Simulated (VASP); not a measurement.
# BN (I-4m2) in VASP: a series of runs, part 2 of 4

VASP 6.6.1. The steps go on from the part before.

## 3. Single point, PBE (uniaxial z strain -2.0%)

Input file INCAR:

```
ALGO = Normal
EDIFF = 1E-6
ENCUT = 520
GGA = PE
ISIF = 2
ISMEAR = 0
LASPH = True
LCHARG = False
LREAL = False
LWAVE = False
NBANDS = 11
NELM = 80
PREC = Accurate
SIGMA = 0.01
```

Input file KPOINTS:

```
k-points
0
Gamma
  6 6 6
```

Input file POSCAR:

```
BN
1.0
    0.0000000000      1.8048254650      1.7687289557
    1.8048254650      0.0000000000      1.7687289557
    1.8048254650      1.8048254650      0.0000000000
B N
1 1
Direct
    0.0000000000      0.0000000000      0.0000000000
    0.2500000000      0.2500000000      0.2500000000
```

Potentials or basis: VASP PAW PBE potentials, release 64 (B, N).

On the command line:

```console
$ cat potpaw_PBE.64/B/POTCAR potpaw_PBE.64/N/POTCAR > POTCAR
$ mpirun -np 1 vasp_std > vasp.out
```

OUTCAR:

```text
EDIFF = 1E-6
   ENCUT = 520
   GGA = PE
   ISIF = 2
   ISMEAR = 0
   LASPH = True
   LREAL = False
   NELM = 80
   PREC = Accurate

 ion  position               nearest neighbor table
   1  0.000  0.000  0.000-   2 1.55   2 1.55   2 1.55   2 1.55
   2  0.250  0.250  0.250-   1 1.55   1 1.55   1 1.55   1 1.55

  LATTYP: Found a body centered tetragonal cell.
 ALAT       =     2.5524086503
 C/A-ratio  =     1.3859292911

  Lattice vectors:

 A1 = (   0.0000000000,  -1.8048254650,  -1.7687289557)
 A2 = (   0.0000000000,   1.8048254650,  -1.7687289557)
 A3 = (   1.8048254650,   0.0000000000,   1.7687289557)

Analysis of symmetry for initial positions (statically):
=====================================================================
 Subroutine PRICEL returns:
 Original cell was already a primitive cell.

 Routine SETGRP: Setting up the symmetry group for a
 body centered tetragonal supercell.

 Subroutine GETGRP returns: Found  8 space group operations
 (whereof  8 operations were pure point group operations)
 out of a pool of 16 trial point group operations.

The static configuration has the point symmetry D_2d.

Analysis of symmetry for dynamics (positions and initial velocities):
=====================================================================
 Subroutine PRICEL returns:
 Original cell was already a primitive cell.

 Routine SETGRP: Setting up the symmetry group for a
 body centered tetragonal supercell.

 Subroutine GETGRP returns: Found  8 space group operations
 (whereof  8 operations were pure point group operations)
 out of a pool of 16 trial point group operations.

The dynamic configuration has the point symmetry D_2d.

 Subroutine INISYM returns: Found  8 space group operations
 (whereof  8 operations are pure point group operations),
 and found     1 'primitive' translations

----------------------------------------------------------------------------------------
[... 114 lines left out ...]
  volume/ion in A,a.u.               =       5.76        38.88
  Fermi-wavevector in a.u.,A,eV,Ry     =   1.449609  2.739364 28.590830  2.101367
  Thomas-Fermi vector in A             =   2.567316
   LORBIT       =      0    0 simple, 1 ext, 2 COOP (PROOUT), +10 PAW based schemes
   GGA     = PE    functional components
   LHFCALC =     F    Hartree Fock is set to
   AEXX    =    0.0000 exact exchange contribution
   IVDW    =     0    specifies the selected vdW correction
   LEPSILON=     F    determine dielectric tensor
   LRPA    =     F    only Hartree local field effects (RPA)
 non-spin polarized calculation
 Gauss-broadening in eV      SIGMA  =   0.01
  energy-cutoff  :      520.00
  volume of cell :       11.52
 maximum number of plane-waves:       323
   NGX =  9   NGY =  9   NGZ =  9

 number of electron       7.9999998 magnetization

 Free energy of the ion-electron system (eV)
  ---------------------------------------------------
  ext. energy  EPLUGINS =         0.00000000
  ---------------------------------------------------
  free energy    TOTEN  =       -17.42459355 eV

  energy without entropy =      -17.42459355  energy(sigma->0) =      -17.42459355

 E-fermi :   8.0561     XC(G=0): -12.9439

 val. band max:        7.8438979695   @ k =   0.0000   0.0000   0.0000
 cond. band min:      11.9612032723   @ k =   0.5000   0.5000   0.0000
 fundamental gap:      4.1173053028
 Fermi energy:         8.0560594016

 k-point     1 :       0.0000    0.0000    0.0000
  band No.  band energies     occupation
      1     -12.8016      2.00000
      2       7.6478      2.00000
      3       7.6478      2.00000
      4       7.8439      2.00000
      5      16.5558      0.00000
      6      16.7003      0.00000
      7      16.7003      0.00000
      8      18.4634      0.00000
      9      32.9326      0.00000
     10      35.2561      0.00000
     11      36.0437      0.00000
[... 309 lines left out ...]
 k-point    24 :       0.5000    0.0000    0.3333
  band No.  band energies     occupation
      1      -7.6935      2.00000
      2      -0.5964      2.00000
      3       1.6481      2.00000
      4       3.3784      2.00000
      5      14.1337      0.00000
      6      19.1844      0.00000
      7      24.0298      0.00000
      8      24.5669      0.00000
      9      27.9866      0.00000
     10      34.7811      0.00000
     11      38.3928      0.00000

 [... further k-points ...]
[... 5 lines left out ...]
  --------------------------------------------------------------------------------------
  -------------------------------------------------------------------------------------
  Total        0.6588368      0.6588368      1.5457604      0.0000000     -0.0000000      0.0000000
  in kB       91.6065988     91.6065988    214.9270352      0.0000000     -0.0000000      0.0000000
  external PRESSURE =     132.7134110 kB  Pullay stress =       0.0000000 kB

 VOLUME and BASIS-vectors are now :
 -----------------------------------------------------------------------------
  energy-cutoff  :      520.00
  volume of cell :       11.52
      direct lattice vectors                 reciprocal lattice vectors
     0.000000000  1.804825465  1.768728956    -0.277035098  0.277035098  0.282688876
     1.804825465  0.000000000  1.768728956     0.277035098 -0.277035098  0.282688876
     1.804825465  1.804825465  0.000000000     0.277035098  0.277035098 -0.282688876

 POSITION                                       TOTAL-FORCE (eV/Angst)
 -----------------------------------------------------------------------------------
      0.00000      0.00000      0.00000         0.000000      0.000000     -0.000000
      0.90241      0.90241      0.88436        -0.000000     -0.000000      0.000000
 -----------------------------------------------------------------------------------
    total drift:                                0.000001      0.000001     -0.000001

  FREE ENERGIE OF THE ION-ELECTRON SYSTEM (eV)
  ---------------------------------------------------
  free  energy   TOTEN  =       -17.4245935480 eV

  energy  without entropy=      -17.4245935480  energy(sigma->0) =      -17.42459355
```

OSZICAR:

```text
N       E                     dE             d eps       ncg     rms          rms(c)
DAV:   1     0.101983896523E+02    0.10198E+02   -0.48641E+03   684   0.722E+02
DAV:   2    -0.179315332762E+02   -0.28130E+02   -0.27496E+02   805   0.166E+02
DAV:   3    -0.184304606250E+02   -0.49893E+00   -0.49819E+00   759   0.188E+01
DAV:   4    -0.184310089677E+02   -0.54834E-03   -0.54834E-03   729   0.718E-01
DAV:   5    -0.184310094526E+02   -0.48487E-06   -0.48487E-06   762   0.205E-02    0.685E+00
DAV:   6    -0.175196739585E+02    0.91134E+00   -0.29084E+00   687   0.997E+00    0.336E+00
DAV:   7    -0.174393428679E+02    0.80331E-01   -0.11497E-01   717   0.277E+00    0.196E+00
DAV:   8    -0.174243043003E+02    0.15039E-01   -0.36558E-02   717   0.140E+00    0.206E-01
DAV:   9    -0.174245053031E+02   -0.20100E-03   -0.91598E-04   696   0.259E-01    0.853E-02
DAV:  10    -0.174245885475E+02   -0.83244E-04   -0.11647E-04   717   0.923E-02    0.154E-02
DAV:  11    -0.174245935290E+02   -0.49815E-05   -0.85034E-06   746   0.241E-02    0.105E-02
DAV:  12    -0.174245935480E+02   -0.18959E-07   -0.14449E-06   396   0.835E-03
   1 F= -.17424594E+02 E0= -.17424594E+02  d E =0.000000E+00
```

stdout:

```text
POSCAR found type information on POSCAR B N
 POSCAR found :  2 types and       2 ions
 scaLAPACK will be used
 LDA part: xc-table for (Slater+PW92), standard interpolation
 POSCAR, INCAR and KPOINTS ok, starting setup
 FFT: planning ... GRIDC
 FFT: planning ... GRID_SOFT
 FFT: planning ... GRID
 WAVECAR not read
 entering main loop
```

Wall time 5.4 s (1 thread of AMD EPYC 7R13, shared host); peak memory 0.09 GiB.

What came out:

| Quantity | Value |
| --- | --- |
| Free energy | -17.4246 eV |
| Pressure | 13.3 GPa |
| Band gap on the k mesh | 4.12 eV, indirect (least direct gap 8.71 eV) |

Levels at points of the mesh, in eV from the valence-band top:
| k point | band 1 | band 2 | band 3 | band 4 | band 5 | band 6 | band 7 | band 8 | band 9 |
| --- | --- | --- | --- | --- | --- | --- | --- | --- | --- |
| (0.00, 0.00, 0.00) | -20.65 | -0.20 | -0.20 | 0.00 | 8.71 | 8.86 | 8.86 | 10.62 | 25.09 |
| (0.50, 0.00, 0.00) | -16.31 | -11.05 | -2.27 | -1.96 | 10.14 | 10.59 | 11.02 | 15.38 | 23.67 |
| (0.50, 0.50, 0.00) | -14.75 | -9.01 | -5.34 | -5.34 | 4.12 | 8.92 | 18.20 | 18.20 | 21.36 |
| (0.50, 0.00, 0.50) | -14.99 | -9.31 | -5.07 | -5.06 | 4.47 | 9.40 | 17.98 | 18.29 | 20.93 |

Caveat: the k points lie up to 0.51 Å⁻¹ apart; the cell differs from its parent crystal (uniaxial z strain -2.0%). A k mesh can miss the band edges.

[end of part 2 of 4]
